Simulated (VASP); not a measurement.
Here is a VASP 6.6.1 calculation.

The input INCAR:

```
SYSTEM = Rh
  PREC = Accurate
  ENCUT = 520
  EDIFF = 1E-8
  ISMEAR = -1
  SIGMA = 0.08
  LREAL = .False.
  LASPH = .True.
  NELM = 100
  ALGO = Normal
  ISIF = 2
  LWAVE = .False.
  LCHARG = .False.
  GGA = PE
  LEFG = .True.
  NBANDS = 14
```

The input KPOINTS:

```
Automatic mesh
0
Gamma
  16 16 16
  0 0 0
```

File POSCAR:

```
Rh
1.0
   -0.0380310000      1.8825345000      1.8825345000
    1.8825345000     -0.0380310000      1.8825345000
    1.8825345000      1.8825345000     -0.0380310000
Rh
1
Direct
    0.0000000000      0.0000000000      0.0000000000
```

Potentials or basis: VASP PAW PBE potentials, release 64 (Rh_pv).

The run is started by

```bash
$ cat potpaw_PBE.64/Rh_pv/POTCAR > POTCAR
$ mpirun -np 1 vasp_std > vasp.out
```

(1) What does it give for the band gap on the k mesh?

(2) Estimate the pressure.

Answers

(1) zero (an odd number of electrons rules out a gap without spin polarisation).

(2) 6.5 GPa.

Caveat: the cell differs from its parent crystal (equal xy, yz and zx shear strains of -2 %); the cell stands under pressure; without QUAD_EFG the Cq values of the log hold for a quadrupole moment of 1 mb, not for the nuclei.
